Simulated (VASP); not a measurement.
# Ta3Si (Fm-3m) in VASP: single point with PBEsol

Aim: the single point of Ta3Si with PBEsol.

Program: VASP 6.6.1. These are calculated values, not measurements. Logs are shortened: lines on timing, memory, paths and dates and some standing lists are left out, and cuts for length are marked.

### 1 The cell of the first run

It takes space group Fm-3m (No. 225, cubic). The conventional cell has a = 7.667 Å, b = 7.667 Å, c = 7.667 Å, α = 90.00°, β = 90.00°, γ = 90.00°. Si (site symmetry m-3m) has 14 Ta at 3.32 to 3.83 Å within 4.4 Å. Within 4.4 Å of Ta (site symmetry -43m) lie 4 Si at 3.32 Å and 10 Ta at 3.32 to 3.83 Å. Ta (site symmetry m-3m) has 8 Ta at 3.32 Å and 6 Si at 3.83 Å within 4.4 Å.

### 2 Single point, PBEsol (Au replaced by Ta, lengths x 1.118, strained)

File INCAR:

```
PREC = Accurate
ENCUT = 520
EDIFF = 1E-7
ISMEAR = 0
SIGMA = 0.1
LREAL = False
LASPH = True
NELM = 60
ALGO = Fast
ISIF = 2
LWAVE = False
LCHARG = False
GGA = PS
NBANDS = 26
```

File KPOINTS:

```
Automatic mesh
0
Gamma
  10 10 10
```

File POSCAR:

```
Ta3Si
1.0
    0.0000000000      3.8335559591      3.8335559591
    3.8335559591      0.0000000000      3.8335559591
    3.8335559591      3.8335559591      0.0000000000
Si Ta
1 3
Direct
    0.0000000000      0.0000000000      0.0000000000
    0.2500000000      0.2500000000      0.2500000000
    0.7500000000      0.7500000000      0.7500000000
    0.5000000000      0.5000000000      0.5000000000
```

Potentials or basis: VASP PAW PBE potentials, release 64 (Si, Ta_pv).

On the command line:

```
cat potpaw_PBE.64/Si/POTCAR potpaw_PBE.64/Ta_pv/POTCAR > POTCAR
mpirun -np 1 vasp_std > vasp.out
```

OUTCAR:

```text
PREC = Accurate
   ENCUT = 520
   EDIFF = 1E-7
   ISMEAR = 0
   LREAL = False
   LASPH = True
   NELM = 60
   ISIF = 2
   GGA = PS

 ion  position               nearest neighbor table
   1  0.000  0.000  0.000-   3 3.32   3 3.32   3 3.32   2 3.32   3 3.32   2 3.32   2 3.32   2 3.32

   2  0.250  0.250  0.250-   1 3.32   1 3.32   1 3.32   1 3.32   4 3.32   4 3.32   4 3.32   4 3.32

   3  0.750  0.750  0.750-   4 3.32   4 3.32   4 3.32   1 3.32   4 3.32   1 3.32   1 3.32   1 3.32

   4  0.500  0.500  0.500-   2 3.32   2 3.32   2 3.32   2 3.32   3 3.32   3 3.32   3 3.32   3 3.32

  LATTYP: Found a face centered cubic cell.
 ALAT       =     7.6671119182

  Lattice vectors:

 A1 = (   0.0000000000,   3.8335559591,   3.8335559591)
 A2 = (   3.8335559591,   0.0000000000,   3.8335559591)
 A3 = (   3.8335559591,   3.8335559591,   0.0000000000)

Analysis of symmetry for initial positions (statically):
=====================================================================
 Subroutine PRICEL returns:
 Original cell was already a primitive cell.

 Routine SETGRP: Setting up the symmetry group for a
 face centered cubic supercell.

 Subroutine GETGRP returns: Found 48 space group operations
 (whereof 48 operations were pure point group operations)
 out of a pool of 48 trial point group operations.

The static configuration has the point symmetry O_h .

Analysis of symmetry for dynamics (positions and initial velocities):
=====================================================================
 Subroutine PRICEL returns:
 Original cell was already a primitive cell.

 Routine SETGRP: Setting up the symmetry group for a
 face centered cubic supercell.

 Subroutine GETGRP returns: Found 48 space group operations
 (whereof 48 operations were pure point group operations)
 out of a pool of 48 trial point group operations.

The dynamic configuration has the point symmetry O_h .

 Subroutine INISYM returns: Found 48 space group operations
 (whereof 48 operations are pure point group operations),
 and found     1 'primitive' translations

----------------------------------------------------------------------------------------

                                     Primitive cell

  volume of cell :     112.6770

  direct lattice vectors                    reciprocal lattice vectors
     0.000000000  3.833555959  3.833555959    -0.130427208  0.130427208  0.130427208
     3.833555959  0.000000000  3.833555959     0.130427208 -0.130427208  0.130427208
     3.833555959  3.833555959  0.000000000     0.130427208  0.130427208 -0.130427208

  length of vectors
     5.421466829  5.421466829  5.421466829     0.225906551  0.225906551  0.225906551

  position of ions in fractional coordinates (direct lattice)
     0.000000000  0.000000000  0.000000000
     0.250000000  0.250000000  0.250000000
     0.750000000  0.750000000  0.750000000
     0.500000000  0.500000000  0.500000000

  ion indices of the primitive-cell ions
   primitive index   ion index
                 1           1
                 2           2
                 3           3
                 4           4

----------------------------------------------------------------------------------------

 KPOINTS: Automatic mesh

Automatic generation of k-mesh.
 Grid dimensions read from file:
 generate k-points for:   10   10   10

 Generating k-lattice:

  Cartesian coordinates                     Fractional coordinates (reciprocal lattice)
    -0.013042721  0.013042721  0.013042721     0.100000000  0.000000000  0.000000000
     0.013042721 -0.013042721  0.013042721     0.000000000  0.100000000  0.000000000
     0.013042721  0.013042721 -0.013042721     0.000000000  0.000000000  0.100000000

  Length of vectors
     0.022590655  0.022590655  0.022590655

  Shift w.r.t. Gamma in fractional coordinates (k-lattice)
     0.000000000  0.000000000  0.000000000

 Subroutine IBZKPT returns following result:
 ===========================================

 Found     47 irreducible k-points:

 Following reciprocal coordinates:
            Coordinates               Weight
  0.000000  0.000000  0.000000      1.000000
  0.100000  0.000000  0.000000      8.000000
  0.200000  0.000000  0.000000      8.000000
  0.300000  0.000000  0.000000      8.000000
  0.400000  0.000000  0.000000      8.000000
  0.500000  0.000000  0.000000      4.000000
[... 16 lines left out ...]
  0.300000  0.300000  0.000000      6.000000
  0.400000  0.300000  0.000000     24.000000
 [... further k-points ...]
   k-points           NKPTS =     47   k-points in BZ     NKDIM =     47   number of bands    NBANDS=     26
   number of dos      NEDOS =    301   number of ions     NIONS =      4
   total plane-waves  NPLWV =  64000
   dimension x,y,z NGX =    40 NGY =   40 NGZ =   40
   dimension x,y,z NGXF=    80 NGYF=   80 NGZF=   80
   ions per type =               1   3
   NGX,Y,Z   is equivalent  to a cutoff of  12.27, 12.27, 12.27 a.u.
   NGXF,Y,Z  is equivalent  to a cutoff of  24.53, 24.53, 24.53 a.u.
 SYSTEM =  unknown system
   PREC   = accura    normal or accurate (medium, high low for compatibility)
   ISTART =      0    job   : 0-new  1-cont  2-samecut
   ICHARG =      2    charge: 1-file 2-atom 10-const
   ISPIN  =      1    spin polarized calculation?
   LNONCOLLINEAR =      F non collinear calculations
   LSORBIT =      F    spin-orbit coupling
   LASPH  =      T    aspherical Exc in radial PAW
   ENCUT  =  520.0 eV  38.22 Ry    6.18 a.u.  10.08 10.08 10.08*2*pi/ulx,y,z
   NELM   =     60;   NELMIN=  2; NELMDL= -5     # of ELM steps
   EDIFF  = 0.1E-06   stopping-criterion for ELM
   LREAL  =      F    real-space projection
   EDIFFG = 0.1E-05   stopping-criterion for IOM
   NSW    =      0    number of steps for IOM
   IBRION =     -1    ionic relax: 0-MD 1-quasi-New 2-CG
   NFREE  =      0    steps in history (QN), initial steepest desc. (CG)
   ISIF   =      2    stress and relaxation
   ISYM   =      2    0-nonsym 1-usesym 2-fastsym
   POTIM  = 0.5000    time-step for ionic-motion
   TEBEG  =    0.0;   TEEND  =   0.0 temperature during run
   PSTRESS=    0.0 pullay stress
   NELECT =      37.0000    total number of electrons
   NUPDOWN=      -1.0000    fix difference up-down
   EMIN   =  10.00;   EMAX   =-10.00  energy-range for DOS
   EFERMI =   0.00;   METHOD = LEGACY
   ISMEAR =     0;   SIGMA  =   0.10  broadening in eV -4-tet -1-fermi 0-gaus
   EFERMI_NEDOS =   21; number of points for ismear=-14 and -15
   IALGO  =     68    algorithm
   IMIX   =      4    mixing-type and parameters
     AMIX     =   0.40;   BMIX     =  1.00
     AMIX_MAG =   1.60;   BMIX_MAG =  1.00
  volume/ion in A,a.u.               =      28.17       190.10
  Fermi-wavevector in a.u.,A,eV,Ry     =   1.129441  2.134334 17.356099  1.275637
  Thomas-Fermi vector in A             =   2.266135
   LORBIT       =      0    0 simple, 1 ext, 2 COOP (PROOUT), +10 PAW based schemes
   GGA     = PS    functional components
   LHFCALC =     F    Hartree Fock is set to
   AEXX    =    0.0000 exact exchange contribution
   IVDW    =     0    specifies the selected vdW correction
   LEPSILON=     F    determine dielectric tensor
   LRPA    =     F    only Hartree local field effects (RPA)
 non-spin polarized calculation
 RMM-DIIS sequential band-by-band and
 Gauss-broadening in eV      SIGMA  =   0.10
  energy-cutoff  :      520.00
  volume of cell :      112.68
 maximum number of plane-waves:      3071
   NGX = 21   NGY = 21   NGZ = 21

 number of electron      37.0000006 magnetization

 Free energy of the ion-electron system (eV)
  ---------------------------------------------------
  ext. energy  EPLUGINS =         0.00000000
  ---------------------------------------------------
  free energy    TOTEN  =       -35.32488645 eV

  energy without entropy =      -35.29270670  energy(sigma->0) =      -35.30879657

 E-fermi :   2.7848     XC(G=0): -10.1448

 val. band max:        2.7832804429   @ k =   0.3000   0.2000   0.0000
 cond. band min:       2.7847961893   @ k =  -0.2000   0.3000   0.1000
 fundamental gap:      0.0015157463
 Fermi energy:         2.7847608633

 k-point     1 :       0.0000    0.0000    0.0000
  band No.  band energies     occupation
      1     -32.5077      2.00000
      2     -32.5077      2.00000
      3     -32.5077      2.00000
      4     -32.4892      2.00000
      5     -32.4892      2.00000
      6     -32.4892      2.00000
[... 18 lines left out ...]
     25       5.3686      0.00000
     26       5.3689      0.00000

 k-point     2 :       0.1000    0.0000    0.0000
  band No.  band energies     occupation
      1     -32.5086      2.00000
      2     -32.5075      2.00000
      3     -32.5075      2.00000
      4     -32.4896      2.00000
      5     -32.4896      2.00000
      6     -32.4880      2.00000
[... 18 lines left out ...]
     25       5.4108      0.00000
     26       5.4288      0.00000

 k-point     3 :       0.2000    0.0000    0.0000
  band No.  band energies     occupation
      1     -32.5096      2.00000
      2     -32.5070      2.00000
      3     -32.5070      2.00000
      4     -32.4908      2.00000
      5     -32.4908      2.00000
      6     -32.4866      2.00000
[... 18 lines left out ...]
     25       5.0340      0.00000
     26       5.4109      0.00000

 k-point     4 :       0.3000    0.0000    0.0000
  band No.  band energies     occupation
      1     -32.5083      2.00000
      2     -32.5061      2.00000
      3     -32.5061      2.00000
      4     -32.4925      2.00000
      5     -32.4925      2.00000
      6     -32.4875      2.00000
[... 18 lines left out ...]
     25       4.9830      0.00000
     26       5.0126      0.00000
[... 496 lines left out ...]
      1     -32.5156      2.00000
      2     -32.5049      2.00000
      3     -32.5009      2.00000
      4     -32.4978      2.00000
      5     -32.4921      2.00000
      6     -32.4822      2.00000
[... 18 lines left out ...]
     25       5.0024      0.00000
     26       5.2445      0.00000

 k-point    23 :       0.3000    0.3000    0.0000
  band No.  band energies     occupation
      1     -32.5186      2.00000
      2     -32.5186      2.00000
      3     -32.5051      2.00000
      4     -32.4873      2.00000
      5     -32.4819      2.00000
      6     -32.4819      2.00000
[... 18 lines left out ...]
     25       4.8615      0.00000
     26       5.3052      0.00000

 k-point    24 :       0.4000    0.3000    0.0000
  band No.  band energies     occupation
      1     -32.5198      2.00000
      2     -32.5195      2.00000
      3     -32.5085      2.00000
      4     -32.4833      2.00000
      5     -32.4817      2.00000
      6     -32.4815      2.00000
[... 18 lines left out ...]
     25       4.8616      0.00000
     26       5.4262      0.00000

 [... further k-points ...]
[... 5 lines left out ...]
  --------------------------------------------------------------------------------------
  -------------------------------------------------------------------------------------
  Total      -23.9576913    -23.9576913    -23.9576913      0.0000000      0.0000000      0.0000000
  in kB     -340.6592069   -340.6592069   -340.6592069      0.0000000      0.0000000      0.0000000
  external PRESSURE =    -340.6592069 kB  Pullay stress =       0.0000000 kB

 VOLUME and BASIS-vectors are now :
 -----------------------------------------------------------------------------
  energy-cutoff  :      520.00
  volume of cell :      112.68
      direct lattice vectors                 reciprocal lattice vectors
     0.000000000  3.833555959  3.833555959    -0.130427208  0.130427208  0.130427208
     3.833555959  0.000000000  3.833555959     0.130427208 -0.130427208  0.130427208
     3.833555959  3.833555959  0.000000000     0.130427208  0.130427208 -0.130427208

 POSITION                                       TOTAL-FORCE (eV/Angst)
 -----------------------------------------------------------------------------------
      0.00000      0.00000      0.00000         0.000000     -0.000000     -0.000000
      1.91678      1.91678      1.91678         0.000000      0.000000      0.000000
      5.75033      5.75033      5.75033        -0.000000     -0.000000     -0.000000
      3.83356      3.83356      3.83356         0.000000     -0.000000     -0.000000
 -----------------------------------------------------------------------------------
    total drift:                               -0.000000     -0.000000      0.000000

  FREE ENERGIE OF THE ION-ELECTRON SYSTEM (eV)
  ---------------------------------------------------
  free  energy   TOTEN  =       -35.3248864469 eV

  energy  without entropy=      -35.2927067017  energy(sigma->0) =      -35.30879657
```

Wall time 1.7 min (1 thread of Intel Xeon 6975P-C (Granite Rapids), shared host); peak memory 0.3 GiB.

Results:

- Free energy: -35.3249 eV
- Pressure: -34.1 GPa

Levels at points of the mesh, in eV from the Fermi level:
| k point | band 15 | band 16 | band 17 | band 18 | band 19 | band 20 | band 21 | band 22 |
| --- | --- | --- | --- | --- | --- | --- | --- | --- |
| (0.00, 0.00, 0.00) | -1.60 | -1.60 | -0.48 | -0.48 | -0.48 | 1.52 | 1.52 | 1.52 |
| (0.50, 0.00, 0.00) | -1.19 | -0.78 | -0.78 | -0.49 | -0.49 | 0.40 | 0.40 | 1.51 |
| (0.50, 0.50, 0.00) | -1.54 | -0.60 | -0.60 | -0.51 | 0.40 | 0.40 | 0.78 | 0.88 |

Caveat: the cell differs from its parent crystal (Au replaced by Ta, lengths x 1.118, strained); the PAW data sets were made with another functional, which shifts forces and pressure a little; spin-orbit coupling is left out, which moves the levels of the heavy elements.
